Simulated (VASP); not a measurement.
LaC, 2 atoms in the cell. It takes space group Fm-3m (No. 225, cubic). The conventional cell has a = 5.264 Å, b = 5.264 Å, c = 5.264 Å, α = 90.00°, β = 90.00°, γ = 90.00°. La (site symmetry m-3m) has 6 C at 2.63 Å within 3.5 Å. C (site symmetry m-3m) has 6 La at 2.63 Å within 3.5 Å. 

| Property | Result |
| --- | --- |
| Program | VASP 6.6.1 |
| Task | single point |
| Functional | PBEsol |
| Potentials or basis | VASP PAW PBE potentials, release 64 (La, C) |
| Cutoff | 520 eV |
| k mesh | 10 × 10 × 10 |
| Occupations | gaussian, width 0.05 eV |
| Spin | no spin polarisation |
| Dipole correction | no |
| Further INCAR settings | ALGO = Normal; EDIFF = 1e-06; NBANDS = 14 |

Potentials or basis: VASP PAW PBE potentials, release 64 (La, C).

The run is started by

```console
$ cat potpaw_PBE.64/La/POTCAR potpaw_PBE.64/C/POTCAR > POTCAR
$ mpirun -np 1 vasp_std > vasp.out
```

Hardware: 1 thread of Intel(R) Xeon(R) Platinum 8488C (Sapphire Rapids) (shared host).

Question: Estimate the wall time of this run.

Answer: It took 24 s on 1 thread of Intel(R) Xeon(R) Platinum 8488C (Sapphire Rapids), on a shared host, peak memory 0.18 GiB. Counts: scf iterations 15, k points 47.
